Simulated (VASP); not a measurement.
# KF (P6_3/mmc) in VASP: further runs

Runs on KF. Level: PBE. Tasks: single point.

Everything below comes from runs of VASP 6.6.1. Logs are shortened: lines on timing, memory, paths and dates and some standing lists are left out, and cuts for length are marked.

**1. The cell of the first run**

It takes space group P6_3/mmc (No. 194, hexagonal). Conventional cell: a = 4.485 Å, b = 4.485 Å, c = 5.271 Å, α = 90.00°, β = 90.00°, γ = 120.00°. K (site symmetry -6m2) has 5 F at 2.59 to 2.64 Å within 3.4 Å. Within 3.4 Å of F (site symmetry -6m2) lie 5 K at 2.59 to 2.64 Å.

**2. Single point, PBE**

File INCAR:

```
ALGO     = Normal         # electronic algorithm
EDIFF    = 1E-7           # SCF threshold, eV
ENCUT    = 520            # plane-wave cutoff, eV
GGA      = PE             # functional
ISIF     = 2              # what is computed and relaxed
ISMEAR   = 0              # smearing method
LASPH    = T              # aspherical terms in the spheres
LCHARG   = F              # write CHGCAR
LREAL    = F              # projectors in reciprocal space
LWAVE    = F              # write WAVECAR
NBANDS   = 24             # bands
NELM     = 60             # most SCF steps
PREC     = Accurate       # precision mode
SIGMA    = 0.01           # smearing width, eV
```

File KPOINTS:

```
k-points
0
Gamma
  6 6 4
```

File POSCAR:

```
KF
1.0
    4.4850022171      0.0000000000      0.0000000000
   -2.2425011086      3.8841258561      0.0000000000
    0.0000000000      0.0000000000      5.2712956397
K F
2 2
Direct
    0.3333333333      0.6666666667     -0.0625000000
    0.6666666667      0.3333333333      0.4375000000
    0.3333333333      0.6666666667      0.4375000000
    0.6666666667      0.3333333333      0.9375000000
```

Potentials or basis: VASP PAW PBE potentials, release 64 (K_sv, F).

On the command line:

```sh
cat potpaw_PBE.64/K_sv/POTCAR potpaw_PBE.64/F/POTCAR > POTCAR
mpirun -np 1 vasp_std > vasp.out
```

OUTCAR:

```text
EDIFF = 1E-7
   ENCUT = 520
   GGA = PE
   ISIF = 2
   ISMEAR = 0
   LASPH = T
   LREAL = F
   NELM = 60
   PREC = Accurate

 ion  position               nearest neighbor table
   1  0.333  0.667  0.938-   4 2.59   4 2.59   4 2.59   3 2.64   3 2.64   2 3.69   2 3.69   2 3.69
                             2 3.69   2 3.69   2 3.69
   2  0.667  0.333  0.438-   3 2.59   3 2.59   3 2.59   4 2.64   4 2.64   1 3.69   1 3.69   1 3.69
                             1 3.69   1 3.69   1 3.69
   3  0.333  0.667  0.438-   2 2.59   2 2.59   2 2.59   1 2.64   1 2.64
   4  0.667  0.333  0.938-   1 2.59   1 2.59   1 2.59   2 2.64   2 2.64

  LATTYP: Found a hexagonal cell.
 ALAT       =     4.4850022171
 C/A-ratio  =     1.1753161726

  Lattice vectors:

 A1 = (   4.4850022171,   0.0000000000,   0.0000000000)
 A2 = (  -2.2425011086,   3.8841258561,   0.0000000000)
 A3 = (   0.0000000000,   0.0000000000,   5.2712956397)

Analysis of symmetry for initial positions (statically):
=====================================================================
 Subroutine PRICEL returns:
 Original cell was already a primitive cell.

 Routine SETGRP: Setting up the symmetry group for a
 hexagonal supercell.

 Subroutine GETGRP returns: Found 24 space group operations
 (whereof  6 operations were pure point group operations)
 out of a pool of 24 trial point group operations.

The static configuration has the point symmetry C_3v.
 The point group associated with its full space group is D_6h.

Analysis of symmetry for dynamics (positions and initial velocities):
=====================================================================
 Subroutine PRICEL returns:
 Original cell was already a primitive cell.

 Routine SETGRP: Setting up the symmetry group for a
 hexagonal supercell.

 Subroutine GETGRP returns: Found 24 space group operations
 (whereof  6 operations were pure point group operations)
 out of a pool of 24 trial point group operations.

The dynamic configuration has the point symmetry C_3v.
 The point group associated with its full space group is D_6h.

 Subroutine INISYM returns: Found 24 space group operations
 (whereof  6 operations are pure point group operations),
 and found     1 'primitive' translations

----------------------------------------------------------------------------------------

                                     Primitive cell
[... 89 lines left out ...]
   ENCUT  =  520.0 eV  38.22 Ry    6.18 a.u.   8.34  8.34  9.80*2*pi/ulx,y,z
   NELM   =     60;   NELMIN=  2; NELMDL= -5     # of ELM steps
   EDIFF  = 0.1E-06   stopping-criterion for ELM
   LREAL  =      F    real-space projection
   EDIFFG = 0.1E-05   stopping-criterion for IOM
   NSW    =      0    number of steps for IOM
   IBRION =     -1    ionic relax: 0-MD 1-quasi-New 2-CG
   NFREE  =      0    steps in history (QN), initial steepest desc. (CG)
   ISIF   =      2    stress and relaxation
   ISYM   =      2    0-nonsym 1-usesym 2-fastsym
   POTIM  = 0.5000    time-step for ionic-motion
   TEBEG  =    0.0;   TEEND  =   0.0 temperature during run
   PSTRESS=    0.0 pullay stress
   NELECT =      32.0000    total number of electrons
   NUPDOWN=      -1.0000    fix difference up-down
   EMIN   =  10.00;   EMAX   =-10.00  energy-range for DOS
   EFERMI =   0.00;   METHOD = LEGACY
   ISMEAR =     0;   SIGMA  =   0.01  broadening in eV -4-tet -1-fermi 0-gaus
   EFERMI_NEDOS =   21; number of points for ismear=-14 and -15
   IALGO  =     38    algorithm
   IMIX   =      4    mixing-type and parameters
     AMIX     =   0.40;   BMIX     =  1.00
     AMIX_MAG =   1.60;   BMIX_MAG =  1.00
  volume/ion in A,a.u.               =      22.96       154.92
  Fermi-wavevector in a.u.,A,eV,Ry     =   1.152039  2.177037 18.057558  1.327193
  Thomas-Fermi vector in A             =   2.288692
   LORBIT       =      0    0 simple, 1 ext, 2 COOP (PROOUT), +10 PAW based schemes
   GGA     = PE    functional components
   LHFCALC =     F    Hartree Fock is set to
   AEXX    =    0.0000 exact exchange contribution
   IVDW    =     0    specifies the selected vdW correction
   LEPSILON=     F    determine dielectric tensor
   LRPA    =     F    only Hartree local field effects (RPA)
 non-spin polarized calculation
 Gauss-broadening in eV      SIGMA  =   0.01
  energy-cutoff  :      520.00
  volume of cell :       91.83
 maximum number of plane-waves:      2494
 NGX is ok and might be reduce to    36
   NGX = 17   NGY = 17   NGZ = 19

 number of electron      32.0000011 magnetization

 Free energy of the ion-electron system (eV)
  ---------------------------------------------------
  ext. energy  EPLUGINS =         0.00000000
  ---------------------------------------------------
  free energy    TOTEN  =       -16.43443844 eV

  energy without entropy =      -16.43443844  energy(sigma->0) =      -16.43443844

 E-fermi :  -3.2452     XC(G=0):  -7.4142

 val. band max:       -3.3273462144   @ k =   0.0000   0.0000   0.0000
 cond. band min:       2.0402960051   @ k =   0.0000   0.0000   0.0000
 fundamental gap:      5.3676422195
 Fermi energy:        -3.2451636919

 k-point     1 :       0.0000    0.0000    0.0000
  band No.  band energies     occupation
      1     -29.5177      2.00000
      2     -29.4036      2.00000
      3     -22.0164      2.00000
      4     -21.9936      2.00000
      5     -13.2902      2.00000
      6     -13.0709      2.00000
[... 556 lines left out ...]
     23       8.2110      0.00000
     24       8.2110      0.00000

------------------------ aborting loop because EDIFF is reached ----------------------------------------

  FORCE on cell =-STRESS in cart. coord.  units (eV):
  Direction    XX          YY          ZZ          XY          YZ          ZX
  --------------------------------------------------------------------------------------
  -------------------------------------------------------------------------------------
  Total        0.6487847      0.6487847      0.9168034     -0.0000000      0.0000000      0.0000000
  in kB       11.3197757     11.3197757     15.9960761     -0.0000000      0.0000000      0.0000000
  external PRESSURE =      12.8785425 kB  Pullay stress =       0.0000000 kB

 VOLUME and BASIS-vectors are now :
 -----------------------------------------------------------------------------
  energy-cutoff  :      520.00
  volume of cell :       91.83
      direct lattice vectors                 reciprocal lattice vectors
     4.485002217  0.000000000  0.000000000     0.222965330  0.128729093  0.000000000
    -2.242501109  3.884125856  0.000000000     0.000000000  0.257458187  0.000000000
     0.000000000  0.000000000  5.271295640     0.000000000  0.000000000  0.189706681

 POSITION                                       TOTAL-FORCE (eV/Angst)
 -----------------------------------------------------------------------------------
     -0.00000      2.58942      4.94184        -0.000000      0.000000     -0.000000
      2.24250      1.29471      2.30619         0.000000     -0.000000     -0.000000
     -0.00000      2.58942      2.30619        -0.000000     -0.000000      0.000000
      2.24250      1.29471      4.94184         0.000000     -0.000000      0.000000
 -----------------------------------------------------------------------------------
    total drift:                               -0.000000      0.000000      0.000000

  FREE ENERGIE OF THE ION-ELECTRON SYSTEM (eV)
  ---------------------------------------------------
  free  energy   TOTEN  =       -16.4344384362 eV

  energy  without entropy=      -16.4344384362  energy(sigma->0) =      -16.43443844
```

stdout:

```text
POSCAR found type information on POSCAR K F
 POSCAR found :  2 types and       4 ions
 scaLAPACK will be used
 LDA part: xc-table for (Slater+PW92), standard interpolation
 POSCAR, INCAR and KPOINTS ok, starting setup
 FFT: planning ... GRIDC
 FFT: planning ... GRID_SOFT
 FFT: planning ... GRID
 WAVECAR not read
 entering main loop
```

Wall time 41 s (1 thread of Intel Xeon Platinum 8375C at 2.90GHz (Ice Lake), shared host); peak memory 0.22 GiB.

What came out:

| Quantity | Value |
| --- | --- |
| Free energy | -16.4344 eV |
| Pressure | 1.3 GPa |
| Band gap on the k mesh | 5.37 eV, direct |

Stress tensor (GPa, compression positive):
```
1.13 0.00 0.00
0.00 1.13 0.00
0.00 0.00 1.60
```

**3. Single point, PBE**

File INCAR:

```
SYSTEM = KF
  PREC = Accurate
  ENCUT = 520
  EDIFF = 1E-6
  ISMEAR = 0
  SIGMA = 0.01
  LREAL = .False.
  LASPH = .True.
  NELM = 100
  ALGO = Normal
  ISIF = 2
  LWAVE = .False.
  LCHARG = .True.
  GGA = PE
  LELF = .True.
  LVHAR = .True.
  NBANDS = 24
```

File KPOINTS:

```
Automatic mesh
0
Gamma
  6 6 4
  0 0 0
```

POSCAR is that of step 2.

Potentials or basis: VASP PAW PBE potentials, release 64 (K_sv, F).

On the command line:

```sh
cat potpaw_PBE.64/K_sv/POTCAR potpaw_PBE.64/F/POTCAR > POTCAR
mpirun -np 1 vasp_std > vasp.out
```

It took 38 s on 1 thread of Intel Xeon Platinum 8375C at 2.90GHz (Ice Lake), shared host; peak memory 0.22 GiB.

Results (log left out):

- Free energy: -16.4344 eV
- Pressure: 1.3 GPa
- Band gap on the k mesh: 5.37 eV, direct

Stress tensor (GPa, compression positive):
```
1.11 0.00 0.00
0.00 1.11 0.00
0.00 0.00 1.58
```

Levels at points of the mesh, in eV from the valence-band top:
| k point | band 14 | band 15 | band 16 | band 17 | band 18 | band 19 |
| --- | --- | --- | --- | --- | --- | --- |
| (0.00, 0.00, 0.00) | -0.31 | -0.16 | 0.00 | 5.37 | 9.88 | 10.50 |
| (0.50, 0.00, 0.00) | -0.13 | -0.11 | -0.09 | 7.32 | 8.88 | 9.11 |
| (0.00, 0.00, 0.50) | -0.34 | -0.34 | -0.34 | 6.99 | 6.99 | 10.92 |
| (0.50, 0.00, 0.50) | -0.31 | -0.18 | -0.18 | 8.02 | 8.02 | 10.70 |
